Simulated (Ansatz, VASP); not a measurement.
One calculation of MgS, two programs

File INCAR:

```
SYSTEM = MgS
ALGO = Normal ; EDIFF = 1E-6
ENCUT = 600 ; GGA = PE
GGA_COMPAT = .False. ; ISIF = 2
ISMEAR = 0 ; IVDW = 13
LASPH = .True. ; LCHARG = .False.
LREAL = .False. ; LWAVE = .False.
NBANDS = 11 ; NELM = 120
PREC = Accurate ; SIGMA = 0.05
```

KPOINTS

```
k-points
0
Gamma
  8 8 8
  0 0 0
```

The input POSCAR:

```
MgS
1.0
    0.0000000000      2.5856885807      2.5856885807
    2.5856885807      0.0000000000      2.5856885807
    2.5856885807      2.5856885807      0.0000000000
Mg S
1 1
Direct
    0.0000000000      0.0000000000      0.0000000000
    0.5000000000      0.5000000000      0.5000000000
```

Input for Ansatz:

```yaml
crystal:
  lattice:
    - [0.0, 2.5856885807, 2.5856885807]
    - [2.5856885807, 0.0, 2.5856885807]
    - [2.5856885807, 2.5856885807, 0.0]
  atoms:
    - { symbol: Mg, position: [0.0, 0.0, 0.0] }
    - { symbol: S, position: [0.5, 0.5, 0.5] }
basis:
  ecutwfc: 420
  ecutrho_ratio: 4
kpoints:
  mp_grid: { grid: [8, 8, 8] }
hamiltonian:
  xc: pbe
  dispersion: d4
scf:
  occupations: { method: gaussian, width: 0.05 }
output:
  forces: true
  stress: true
  eigenvalues: true
```

Alike in both runs: task single point; functional PBE; dispersion D4; k mesh 8 × 8 × 8; occupations gaussian, width 0.05 eV; no spin polarisation.

|  | VASP | Ansatz |
| --- | --- | --- |
| version | VASP 6.6.1 | Ansatz 0.2.0 |
| potentials or method | VASP PAW PBE potentials, release 64 (Mg, S), cutoff 600 eV | scalar-relativistic, plane waves, PAW |
| valence electrons in the cell | 8 | 16 |

|  | VASP | Ansatz | Ansatz less VASP |
| --- | --- | --- | --- |
| gap on the k mesh at the Fermi level (eV) | 2.82 | 2.83 | +0.013 |
| least direct gap on the mesh (eV) | 3.86 | 3.87 | +0.011 |
| pressure (GPa) | -0.3 | 0.0 | +0.28 |

VASP's potentials hold 8 valence electrons a cell and Ansatz's 16, so a difference there can come from the potentials and not from the codes.
